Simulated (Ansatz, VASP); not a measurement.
# One calculation of I, two programs

```
CELL_PARAMETERS angstrom
3.63503 -2.39502 0.00000
3.63503 2.39502 0.00000
0.00000 0.00000 9.79344
ATOMIC_POSITIONS crystal
I 0.64930 0.35070 0.38440
I 0.14930 0.85070 0.11560
I 0.35070 0.64930 0.61560
I 0.85070 0.14930 0.88440
```

Alike in both runs: task single point; functional PBE; k mesh 7 × 7 × 3; occupations gaussian, width 0.027 eV; no spin polarisation.

```csv
,VASP,Ansatz
version,VASP 6.6.1,Ansatz 0.2.0
potentials or method,"VASP PAW PBE potentials, release 64 (I)",Ansatz PAW
plane-wave cutoff (eV),520,420
valence electrons in the cell,28,68
```

|  | VASP | Ansatz | Ansatz less VASP |
| --- | --- | --- | --- |
| gap on the k mesh at the Fermi level (eV) | 1.33 | 1.33 | -0.008 |
| least direct gap on the mesh (eV) | 1.41 | 1.41 | -0.005 |
| pressure (GPa) | 1.7 | 1.8 | +0.02 |
| traceless stress, the component that is largest in VASP (GPa) | 0.94 | 0.96 | +0.025 |
| rms of the force components (eV/Å) | 0.487 | 0.496 | +0.0089 |

Atom by atom the forces differ by 0.009 eV/Å (rms over components). With one functional, cell and mesh, what is left measures potentials, basis and numerics. VASP's potentials hold 28 valence electrons a cell and Ansatz's 68, so a difference there can come from the potentials and not from the codes.

Neither program's run includes spin-orbit coupling. Noted on Ansatz's run: odd divisions of the mesh miss points on the zone boundary, where band edges often lie, so the gap on the mesh can be too wide.
